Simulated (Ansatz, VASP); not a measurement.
## Sn in VASP and in Ansatz

File INCAR:

```
SYSTEM = Sn
PREC = Accurate
ENCUT = 520
EDIFF = 1E-6
ISMEAR = -1
SIGMA = 0.05
LREAL = .FALSE.
LASPH = .TRUE.
NELM = 100
ALGO = Fast
ISIF = 2
LWAVE = .FALSE.
LCHARG = .FALSE.
GGA = PE
NBANDS = 21
```

The input KPOINTS:

```
regular mesh
0
G
  9 9 9
  0 0 0
```

POSCAR

```
Sn
1.0
   -2.9401404553      2.9401404553      1.5993019889
    2.9401404553     -2.9401404553      1.5993019889
    2.9401404553      2.9401404553     -1.5993019889
Sn
2
Direct
    0.0070650000     -0.0047300000     -0.0123030000
    0.7491880000      0.2445090000      0.4991050000
```

The input input.yaml:

```yaml
crystal:
  lattice:
    - [-2.9401404553, 2.9401404553, 1.5993019889]
    - [2.9401404553, -2.9401404553, 1.5993019889]
    - [2.9401404553, 2.9401404553, -1.5993019889]
  atoms:
    - { symbol: Sn, position: [0.007065, -0.00473, -0.012303] }
    - { symbol: Sn, position: [0.749188, 0.244509, 0.499105] }
kpoints:
  mp_grid: { grid: [9, 9, 9] }
scf:
  occupations: { method: fermi_dirac, width: 0.05 }
hamiltonian:
  xc: pbe
  pseudopotentials: { kind: all_electron, lapw: { basis_error: 0.001 } }
output:
  forces: true
  stress: true
  eigenvalues: true
  populations: true
```

Change from the starting cell: atoms moved at random, drawn with an rms of 0.05 Å.

Alike in both runs: task single point; functional PBE; k mesh 9 × 9 × 9; occupations fermi-dirac, width 0.05 eV; no spin polarisation.

|  | VASP | Ansatz |
| --- | --- | --- |
| version | VASP 6.6.1 | Ansatz 0.2.0 |
| potentials or method | VASP PAW PBE potentials, release 64 (Sn_d), cutoff 520 eV | all-electron LAPW, scalar-relativistic |

```csv
,VASP,Ansatz,Ansatz less VASP
gap on the k mesh at the Fermi level (eV),none,none,-
pressure (GPa),1.4,1.5,+0.06
"traceless stress, the component that is largest in VASP (GPa)",-0.38,-0.37,+0.004
rms of the force components (eV/Å),0.111,0.111,-0.0004
```

Atom by atom the forces differ by 0.000 eV/Å (rms over components). A gap of «none» marks a metal or a gap that the smearing closes. Ansatz ran all-electron here, and VASP with PAW potentials.
